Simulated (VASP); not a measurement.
# Ga2HN2 in VASP: single point with PBE

Aim: the single point of Ga2HN2 with PBE.

Program: VASP 6.6.1. These are calculated values, not measurements. Logs are shortened: lines on timing, memory, paths and dates and some standing lists are left out, and cuts for length are marked.

## Step 1: The cell of the first run

The cell holds a slab with vacuum, 5 atoms: a = 3.217 Å, b = 3.217 Å, c = 19.100 Å, α = 90.00°, β = 90.00°, γ = 120.00°.

## Step 2: Single point, PBE, collinear spin

Contents of INCAR:

```
ALGO = Normal
DIPOL = 0.5 0.5 0.348
EDIFF = 1E-6
ENCUT = 520
GGA = PE
IDIPOL = 3
ISIF = 2
ISMEAR = 0
ISPIN = 2
LASPH = T
LCHARG = F
LDIPOL = T
LORBIT = 11
LREAL = F
LWAVE = F
MAGMOM = 0 0 0 0 1
NBANDS = 30
NELM = 150
PREC = Accurate
SIGMA = 0.05
```

Contents of KPOINTS:

```
k-points
0
Gamma
  9 9 1
```

Contents of POSCAR:

```
Ga2HN2
1.0
    3.2165072889      0.0000000000      0.0000000000
   -1.6082536444      2.7855770236      0.0000000000
    0.0000000000      0.0000000000     19.1000974262
N Ga H
2 2 1
Direct
    0.0000000000      0.0000000000      0.2094230155
    0.3333333333      0.6666666666      0.3979088303
    0.3333333333      0.6666666666      0.2437980654
    0.6666666667      0.3333333333      0.3952208477
    0.3333333333      1.1666666667      0.4939829722
```

Potentials or basis: VASP PAW PBE potentials, release 64 (N, Ga_d, H).

Run with:

```
cat potpaw_PBE.64/N/POTCAR potpaw_PBE.64/Ga_d/POTCAR potpaw_PBE.64/H/POTCAR > POTCAR
mpirun -np 1 vasp_std > vasp.out
```

OUTCAR:

```text
EDIFF = 1E-6
   ENCUT = 520
   GGA = PE
   ISIF = 2
   ISMEAR = 0
   ISPIN = 2
   LASPH = T
   LORBIT = 11
   LREAL = F
   NELM = 150
   PREC = Accurate

 ion  position               nearest neighbor table
   1  0.000  0.000  0.209-   3 1.97   3 1.97   3 1.97
   2  0.333  0.667  0.398-   4 1.86   4 1.86   4 1.86
   3  0.333  0.667  0.244-   1 1.97   1 1.97   1 1.97
   4  0.667  0.333  0.395-   2 1.86   2 1.86   2 1.86
   5  0.333  0.167  0.494-

  LATTYP: Found a hexagonal cell.
 ALAT       =     3.2165072889
 C/A-ratio  =     5.9381483425

  Lattice vectors:

 A1 = (   3.2165072889,   0.0000000000,   0.0000000000)
 A2 = (  -1.6082536444,   2.7855770236,   0.0000000000)
 A3 = (   0.0000000000,   0.0000000000,  19.1000974262)

Analysis of symmetry for initial positions (statically):
=====================================================================
 Subroutine PRICEL returns:
 Original cell was already a primitive cell.

 Routine SETGRP: Setting up the symmetry group for a
 hexagonal supercell.

 Subroutine GETGRP returns: Found  2 space group operations
 (whereof  2 operations were pure point group operations)
 out of a pool of 24 trial point group operations.

The static configuration has the point symmetry C_1h.

Analysis of symmetry for dynamics (positions and initial velocities):
=====================================================================
 Subroutine PRICEL returns:
 Original cell was already a primitive cell.

 Routine SETGRP: Setting up the symmetry group for a
 hexagonal supercell.

 Subroutine GETGRP returns: Found  2 space group operations
 (whereof  2 operations were pure point group operations)
 out of a pool of 24 trial point group operations.

The dynamic configuration has the point symmetry C_1h.

Analysis of structural, dynamic, and magnetic symmetry:
=====================================================================
 Subroutine PRICEL returns:
 Original cell was already a primitive cell.

 Routine SETGRP: Setting up the symmetry group for a
 hexagonal supercell.

 Subroutine GETGRP returns: Found  2 space group operations
 (whereof  2 operations were pure point group operations)
 out of a pool of 24 trial point group operations.

The overall configuration has the point symmetry C_1h.

 Subroutine INISYM returns: Found  2 space group operations
 (whereof  2 operations are pure point group operations),
 and found     1 'primitive' translations

----------------------------------------------------------------------------------------

                                     Primitive cell

  volume of cell :     171.1336

  direct lattice vectors                    reciprocal lattice vectors
     3.216507289  0.000000000  0.000000000     0.310896233  0.179496024  0.000000000
    -1.608253644  2.785577024  0.000000000     0.000000000  0.358992048  0.000000000
     0.000000000  0.000000000 19.100097426     0.000000000  0.000000000  0.052355754

  length of vectors
     3.216507289  3.216507289 19.100097426     0.358992048  0.358992048  0.052355754

  position of ions in fractional coordinates (direct lattice)
     0.000000000  0.000000000  0.209423016
     0.333333333  0.666666667  0.397908830
     0.333333333  0.666666667  0.243798065
     0.666666667  0.333333333  0.395220848
     0.333333333  0.166666667  0.493982972

  ion indices of the primitive-cell ions
   primitive index   ion index
                 1           1
                 2           2
                 3           3
                 4           4
                 5           5

----------------------------------------------------------------------------------------

 KPOINTS: k-points

Automatic generation of k-mesh.
 Grid dimensions read from file:
[... 24 lines left out ...]
  0.000000  0.111111  0.000000      4.000000
  0.222222  0.000000  0.000000      2.000000
  0.000000  0.222222  0.000000      4.000000
  0.333333  0.000000  0.000000      2.000000
[... 16 lines left out ...]
 -0.222222 -0.444444  0.000000      4.000000
  0.444444  0.333333  0.000000      4.000000
   k-points           NKPTS =     25   k-points in BZ     NKDIM =     25   number of bands    NBANDS=     30
   number of dos      NEDOS =    301   number of ions     NIONS =      5
   total plane-waves  NPLWV =  82944
   dimension x,y,z NGX =    24 NGY =   24 NGZ =  144
   dimension x,y,z NGXF=    48 NGYF=   48 NGZF=  288
   ions per type =               2   2   1
   NGX,Y,Z   is equivalent  to a cutoff of  12.40, 12.40, 12.53 a.u.
   NGXF,Y,Z  is equivalent  to a cutoff of  24.81, 24.81, 25.07 a.u.
 SYSTEM =  unknown system
   PREC   = accura    normal or accurate (medium, high low for compatibility)
   ISTART =      0    job   : 0-new  1-cont  2-samecut
   ICHARG =      2    charge: 1-file 2-atom 10-const
   ISPIN  =      2    spin polarized calculation?
   LNONCOLLINEAR =      F non collinear calculations
   LSORBIT =      F    spin-orbit coupling
   LASPH  =      T    aspherical Exc in radial PAW
   ENCUT  =  520.0 eV  38.22 Ry    6.18 a.u.   5.98  5.98 35.51*2*pi/ulx,y,z
   NELM   =    150;   NELMIN=  2; NELMDL= -5     # of ELM steps
   EDIFF  = 0.1E-05   stopping-criterion for ELM
   LREAL  =      F    real-space projection
   EDIFFG = 0.1E-04   stopping-criterion for IOM
   NSW    =      0    number of steps for IOM
   IBRION =     -1    ionic relax: 0-MD 1-quasi-New 2-CG
   NFREE  =      0    steps in history (QN), initial steepest desc. (CG)
   ISIF   =      2    stress and relaxation
   ISYM   =      2    0-nonsym 1-usesym 2-fastsym
   POTIM  = 0.5000    time-step for ionic-motion
   TEBEG  =    0.0;   TEEND  =   0.0 temperature during run
   PSTRESS=    0.0 pullay stress
   NELECT =      37.0000    total number of electrons
   NUPDOWN=      -1.0000    fix difference up-down
   EMIN   =  10.00;   EMAX   =-10.00  energy-range for DOS
   EFERMI =   0.00;   METHOD = LEGACY
   ISMEAR =     0;   SIGMA  =   0.05  broadening in eV -4-tet -1-fermi 0-gaus
   EFERMI_NEDOS =   21; number of points for ismear=-14 and -15
   IALGO  =     38    algorithm
   IMIX   =      4    mixing-type and parameters
     AMIX     =   0.40;   BMIX     =  1.00
     AMIX_MAG =   1.60;   BMIX_MAG =  1.00
  volume/ion in A,a.u.               =      34.23       230.97
  Fermi-wavevector in a.u.,A,eV,Ry     =   0.982570  1.856789 13.135669  0.965444
  Thomas-Fermi vector in A             =   2.113663
   LORBIT       =     11    0 simple, 1 ext, 2 COOP (PROOUT), +10 PAW based schemes
   GGA     = PE    functional components
   LHFCALC =     F    Hartree Fock is set to
   AEXX    =    0.0000 exact exchange contribution
   IVDW    =     0    specifies the selected vdW correction
   LEPSILON=     F    determine dielectric tensor
   LRPA    =     F    only Hartree local field effects (RPA)
 spin polarized calculation
 Gauss-broadening in eV      SIGMA  =   0.05
  energy-cutoff  :      520.00
  volume of cell :      171.13
 maximum number of plane-waves:      4668
   NGX = 11   NGY = 11   NGZ = 71

 dipolmoment           0.000000      0.000000      0.000046 electrons x Angstroem

 number of electron      36.9999978 magnetization       0.9627766

 dipolmoment           0.000000      0.000000     -0.096793 electrons x Angstroem

 Free energy of the ion-electron system (eV)
  ---------------------------------------------------
  ext. energy  EPLUGINS =         0.00000000
  ---------------------------------------------------
  free energy    TOTEN  =       -23.32650455 eV

  energy without entropy =      -23.32557220  energy(sigma->0) =      -23.32603837

 E-fermi :  -2.6196     XC(G=0):  -4.3620

 val. band max:       -2.6647457654   @ k =   0.1111   0.0000   0.0000
 cond. band min:      -2.5960426291   @ k =   0.0000   0.0000   0.0000
 fundamental gap:      0.0687031363
 Fermi energy:        -2.6195534167

 spin component 1

 k-point     1 :       0.0000    0.0000    0.0000
  band No.  band energies     occupation
      1     -19.6625      1.00000
      2     -17.5891      1.00000
      3     -17.5877      1.00000
      4     -17.3163      1.00000
      5     -17.3121      1.00000
      6     -17.2526      1.00000
[... 781 lines left out ...]
     29       7.8516      0.00000
     30       8.3962      0.00000

 [... further k-points ...]

 spin component 2

 k-point     1 :       0.0000    0.0000    0.0000
  band No.  band energies     occupation
      1     -19.4926      1.00000
      2     -17.5782      1.00000
      3     -17.5754      1.00000
      4     -17.3091      1.00000
      5     -17.3091      1.00000
      6     -17.2203      1.00000
[... 781 lines left out ...]
     29       8.0140      0.00000
     30       8.5250      0.00000

 [... further k-points ...]

------------------------ aborting loop because EDIFF is reached ----------------------------------------

 vacuum level on the upper side and lower side of the slab       (xc-potential included)        -0.941         0.926

  FORCE on cell =-STRESS in cart. coord.  units (eV):
  Direction    XX          YY          ZZ          XY          YZ          ZX
  --------------------------------------------------------------------------------------
  -------------------------------------------------------------------------------------
  Total       -0.3182727      0.2142692     -2.1200608     -0.4611948      0.2008028      0.3478015
  in kB       -2.9797149      2.0060189    -19.8483135     -4.3177721      1.8799446      3.2561678
  external PRESSURE =      -6.9406698 kB  Pullay stress =       0.0000000 kB

 VOLUME and BASIS-vectors are now :
 -----------------------------------------------------------------------------
  energy-cutoff  :      520.00
  volume of cell :      171.13
      direct lattice vectors                 reciprocal lattice vectors
     3.216507289  0.000000000  0.000000000     0.310896233  0.179496024  0.000000000
    -1.608253644  2.785577024  0.000000000     0.000000000  0.358992048  0.000000000
     0.000000000  0.000000000 19.100097426     0.000000000  0.000000000  0.052355754

 POSITION                                       TOTAL-FORCE (eV/Angst)
 -----------------------------------------------------------------------------------
      0.00000      0.00000      4.00000        -0.001949     -0.001125      2.763015
      0.00000      1.85705      7.60010        -0.077556     -0.044777     -0.991399
      0.00000      1.85705      4.65657        -0.000658     -0.000380     -2.687713
      1.60825      0.92853      7.54876        -0.101745     -0.058743      0.921500
      0.80413      0.46426      9.43512         0.181909      0.105025     -0.005403
 -----------------------------------------------------------------------------------
    total drift:                               -0.000030     -0.000011      0.000259

  FREE ENERGIE OF THE ION-ELECTRON SYSTEM (eV)
  ---------------------------------------------------
  free  energy   TOTEN  =       -23.3265045456 eV

  energy  without entropy=      -23.3255721974  energy(sigma->0) =      -23.32603837

 vacuum level on the upper side and lower side of the slab         2.503         4.455

 total charge

# of ion       s       p       d       tot
------------------------------------------
    1        1.282   2.307   0.000   3.589
    2        1.244   2.477   0.000   3.721
    3        0.840   0.749  10.085  11.675
    4        0.819   0.898  10.168  11.884
    5        0.407   0.003   0.000   0.409
--------------------------------------------------
tot          4.592   6.433  20.253  31.279

 magnetization (x)

# of ion       s       p       d       tot
------------------------------------------
    1        0.001   0.032   0.000   0.033
    2        0.011   0.150   0.000   0.162
    3       -0.002  -0.002   0.002  -0.001
    4       -0.008  -0.001   0.017   0.008
    5        0.302   0.000   0.000   0.302
--------------------------------------------------
tot          0.304   0.179   0.019   0.503
```

It took 3.5 min on 1 thread of AMD EPYC 9R45 (Zen 5), shared host; peak memory 0.4 GiB.

Results:

```yaml
Free_energy: -23.3265 eV
Largest_force: 2.763 eV/Å
Band_gap_on_the_k_mesh: zero (filled and empty bands overlap)
Net_moment: 0.96 μB per cell
Site_moments: N +0.03, +0.16; Ga -0.00, +0.01; H +0.30 μB
Valence_electrons_inside_the_program's_atomic_spheres: N 3.59, 3.72; Ga 11.68, 11.88; H 0.41
```

Forces on the atoms (eV/Å):
```
N   -0.002 -0.001  2.763
N   -0.078 -0.045 -0.991
Ga  -0.001  0.000 -2.688
Ga  -0.102 -0.059  0.921
H    0.182  0.105 -0.005
```
